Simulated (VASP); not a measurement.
## InP: single point with RPBE

InP:

```
In P
1.0
     0.00000    2.83080    2.83080
     2.83080    0.00000    2.83080
     2.83080    2.83080    0.00000
In P
1 1
Direct
  0.00000 0.00000 0.00000
  0.50000 0.50000 0.50000
```

- Program: VASP 6.6.1
- Task: single point
- Functional: RPBE
- Potentials or basis: VASP PAW PBE potentials, release 64 (In_d, P)
- Cutoff: 500 eV
- k mesh: 8 × 8 × 8
- Occupations: gaussian, width 0.05 eV
- Spin: no spin polarisation

| Quantity | Value |
| --- | --- |
| Pressure | -2.6 GPa |
| Band gap on the k mesh | zero (band 9 reaches 6.63 eV, above the bottom of band 10 at 4.25 eV) |

Levels at points of the mesh, in eV from the Fermi level:
| k point | band 7 | band 8 | band 9 | band 10 | band 11 | band 12 |
| --- | --- | --- | --- | --- | --- | --- |
| (0.00, 0.00, 0.00) | -0.31 | -0.31 | -0.31 | 0.02 | 6.97 | 6.97 |
| (0.50, 0.00, 0.00) | -6.35 | 0.04 | 0.04 | 2.41 | 3.35 | 3.35 |
| (0.50, 0.50, 0.00) | -4.62 | -2.60 | -2.20 | -2.20 | 3.89 | 9.30 |

It took 12 s on 1 thread of Intel(R) Xeon(R) 6975P-C (Granite Rapids), on a shared host, peak memory 0.17 GiB.

Caveat: the PAW data sets were made with another functional, which shifts forces and pressure a little; spin-orbit coupling is left out, which moves the levels of the heavy elements.
